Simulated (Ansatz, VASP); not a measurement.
## Two plane-wave programs on CuRu

```
Cu Ru
1.0
     0.00000    2.46762    2.46762
     2.46762    0.00000    2.46762
     2.46762    2.46762    0.00000
Cu Ru
1 1
Direct
  0.50000 0.50000 0.50000
  0.00000 0.00000 0.00000
```

Alike in both runs: functional PBE; k mesh 20 × 20 × 20; occupations gaussian, width 0.1 eV; collinear spin.

Ansatz relaxed the structure, and its values are those at the end. VASP's run is a single point on that final structure, the one shown.

```csv
,VASP,Ansatz
version,VASP 6.6.1,Ansatz 0.2.0
potentials or method,"VASP PAW PBE potentials, release 64 (Cu, Ru_pv), cutoff 520 eV","scalar-relativistic, plane waves, PAW"
valence electrons in the cell,25,35
```

VASP gave:

- gap on the k mesh at the Fermi level (eV): none
- pressure (GPa): 0.2
- net moment per atom (μB): 0.74
- size of the moment on the site where the two differ most (μB): 1.39

What did Ansatz give for the same quantities?

gap on the k mesh at the Fermi level (eV): none; pressure (GPa): 0.0; net moment per atom (μB): 0.74; size of the moment on the site where the two differ most (μB): 1.27.

Site moments also hang on the region over which each program counts them. A gap of «none» marks a metal or a gap that the smearing closes. VASP's potentials hold 25 valence electrons a cell and Ansatz's 35, so a difference there can come from the potentials and not from the codes.
